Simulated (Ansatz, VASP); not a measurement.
# Sc in VASP and in Ansatz

File INCAR:

```
ALGO = Fast
EDIFF = 1E-7
ENCUT = 520
GGA = PE
ISIF = 2
ISMEAR = 0
LASPH = T
LCHARG = T
LELF = T
LREAL = F
LVHAR = T
LWAVE = F
NBANDS = 30
NELM = 80
PREC = Accurate
SIGMA = 0.05
```

KPOINTS

```
k-points
0
Gamma
  6 6 10
```

The input POSCAR:

```
Sc
1.0
    5.4226760000      0.0000000000      0.0000000000
    0.0000000000      5.4226760000      0.0000000000
    0.0000000000      0.0000000000      3.4352060000
Sc
4
Direct
    0.5000000000      0.5000000000      0.0000000000
    0.0000000000      0.0000000000      0.0000000000
    0.5000000000      0.0000000000      0.5326640000
    0.0000000000      0.5000000000      0.4673360000
```

Input for Ansatz:

```yaml
crystal:
  lattice:
    - [5.422676, 0.0, 0.0]
    - [0.0, 5.422676, 0.0]
    - [0.0, 0.0, 3.435206]
  atoms:
    - { symbol: Sc, position: [0.5, 0.5, 0.0] }
    - { symbol: Sc, position: [0.0, 0.0, 0.0] }
    - { symbol: Sc, position: [0.5, 0.0, 0.532664] }
    - { symbol: Sc, position: [0.0, 0.5, 0.467336] }
basis:
  ecutwfc: 420
  fft_grid_basis: typed
kpoints:
  mp_grid: { grid: [6, 6, 10] }
hamiltonian:
  xc: pbe
  pseudopotentials: { kind: paw }
scf:
  occupations: { method: gaussian, width: 0.05 }
  n_extra_bands: 6
output:
  forces: true
  stress: false
  eigenvalues: true
  bader: false
  write_density: false
  volumetric_format: npy
  band_densities:
    - { e_range: [-0.25, 0.25] }
    - { e_range: [-1.2, 0.0] }
    - { e_range: [-5.19, -3.45] }
    - { e_range: [-3.45, -1.72] }
  dos:
    e_range: [-30, 8]
    de: 0.02
    method: { smearing: { sigma: 0.03, scheme: gaussian } }
    projected: { site_lists: { Sc: [Sc] } }
checkpoint:
  read: start.run
  write: ck
  compress: false
  write_wavefunctions: false
  write_every: 100000
```

Alike in both runs: task single point; functional PBE; k mesh 6 × 6 × 10; occupations gaussian, width 0.05 eV; no spin polarisation.

|  | VASP | Ansatz |
| --- | --- | --- |
| version | VASP 6.6.1 | Ansatz 0.2.0 |
| potentials or method | VASP PAW PBE potentials, release 64 (Sc_sv), cutoff 520 eV | scalar-relativistic, plane waves, PAW |
| valence electrons in the cell | 44 | 44 |

|  | VASP | Ansatz | Ansatz less VASP |
| --- | --- | --- | --- |
| gap on the k mesh at the Fermi level (eV) | none | none | - |
| rms of the force components (eV/Å) | 0.073 | 0.073 | -0.0002 |

Atom by atom the forces differ by 0.000 eV/Å (rms over components). A gap of «none» marks a metal or a gap that the smearing closes.
